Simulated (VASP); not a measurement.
# Pt: single point with PBE

The system is Pt.

```
Pt
1.0
    -0.02937    1.95790    1.95790
     1.95790   -0.02937    1.95790
     1.92853    1.92853    0.00000
Pt
1
Direct
  0.00000 0.00000 0.00000
```

This cell differs from its parent crystal: strain -0.0300 x Voigt [0, 0, 0, 0, 0, 1].

```json
{"Program": "VASP 6.6.1", "Task": "single point", "Functional": "PBE", "Potentials or basis": "VASP PAW PBE potentials, release 64 (Pt)", "Cutoff": "520 eV", "k mesh": "20 × 20 × 20", "Occupations": "gaussian, width 0.15 eV", "Spin": "no spin polarisation", "Dipole correction": "no", "Further INCAR settings": "ALGO = Fast; EDIFF = 1e-06; NBANDS = 11"}
```

The pressure is 11.3 GPa and the band gap on the k mesh is zero (bands 5 and 6 overlap by 2.32 eV).

Stress tensor (GPa, compression positive):
```
11.56  2.65  0.00
 2.65 11.56  0.00
 0.00  0.00 10.67
```

Levels at points of the mesh, in eV from the Fermi level:
```tsv
k point	band 1	band 2	band 3	band 4	band 5	band 6	band 7	band 8	band 9	band 10
(0.00, 0.00, 0.00)	-10.28	-4.00	-3.85	-3.64	-1.64	-1.63	14.61	19.14	19.63	20.11
(0.50, 0.00, 0.00)	-7.43	-4.05	-3.70	-0.62	-0.09	0.09	5.67	14.30	19.03	19.46
(0.50, 0.50, 0.00)	-7.15	-6.67	0.01	0.48	0.52	1.77	8.93	10.85	11.98	20.16
(0.00, 0.00, 0.50)	-7.34	-4.08	-3.73	-0.36	-0.02	0.15	6.10	14.08	18.58	19.00
(0.50, 0.00, 0.50)	-7.14	-6.68	-0.02	0.49	0.52	1.77	8.95	11.41	11.41	20.21
```

It took 2.2 min on 1 thread of Intel(R) Xeon(R) 6975P-C (Granite Rapids), with other jobs on the host, peak memory 0.3 GiB.

Caveat: the cell differs from its parent crystal (strain -0.0300 x Voigt [0, 0, 0, 0, 0, 1]); the cell stands under pressure; spin-orbit coupling is left out, which moves the levels of the heavy elements.
